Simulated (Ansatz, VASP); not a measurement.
**AlN: VASP beside Ansatz**

Contents of INCAR:

```
PREC = Accurate ; ENCUT = 520
EDIFF = 1E-6 ; ISMEAR = -1
SIGMA = 0.02 ; LREAL = False
LASPH = True ; NELM = 100
ALGO = Normal ; ISIF = 2
LWAVE = False ; LCHARG = False
GGA = PE ; NBANDS = 11
```

Contents of KPOINTS:

```
Automatic mesh
0
Gamma
  10 10 10
```

POSCAR

```
AlN
1.0
    0.0000000000      1.9205495521      1.9205495521
    1.9205495521      0.0000000000      1.9205495521
    1.9205495521      1.9205495521      0.0000000000
Al N
1 1
Direct
    0.0000000000      0.0000000000      0.0000000000
    0.5000000000      0.5000000000      0.5000000000
```

Input for Ansatz:

```yaml
crystal:
  lattice:
    - [0.0, 1.9205495521, 1.9205495521]
    - [1.9205495521, 0.0, 1.9205495521]
    - [1.9205495521, 1.9205495521, 0.0]
  atoms:
    - { symbol: Al, position: [0.0, 0.0, 0.0] }
    - { symbol: "N", position: [0.5, 0.5, 0.5] }
kpoints:
  mp_grid: { grid: [10, 10, 10] }
  band_path:
    path:
      - [0.0, 0.0, 0.0]
      - [0.5, 0.0, 0.5]
      - [0.625, 0.25, 0.625]
      - [0.375, 0.375, 0.75]
      - [0.5, 0.5, 0.5]
      - [0.5, 0.25, 0.75]
    npoints: 1
hamiltonian:
  xc: pbe
scf:
  occupations: { method: fermi_dirac, width: 0.02 }
  n_extra_bands: 4
output:
  forces: true
  stress: true
  eigenvalues: true
```

Change from the starting cell: hydrostatic strain -4.9%.

Alike in both runs: task single point; functional PBE; k mesh 10 × 10 × 10; occupations fermi-dirac, width 0.02 eV; no spin polarisation.

|  | VASP | Ansatz |
| --- | --- | --- |
| version | VASP 6.6.1 | Ansatz 0.2.0 |
| potentials or method | VASP PAW PBE potentials, release 64 (Al, N) | plane waves, PAW |
| plane-wave cutoff (eV) | 520 | 420 |
| valence electrons in the cell | 8 | 8 |

|  | VASP | Ansatz | Ansatz less VASP |
| --- | --- | --- | --- |
| gap on the k mesh at the Fermi level (eV) | 4.99 | 4.98 | -0.009 |
| pressure (GPa) | 61.5 | 61.7 | +0.28 |

Both programs put the cell under a high pressure, so it lies far from rest at this level.

Noted on VASP's run: the cell as given lies far from equilibrium.
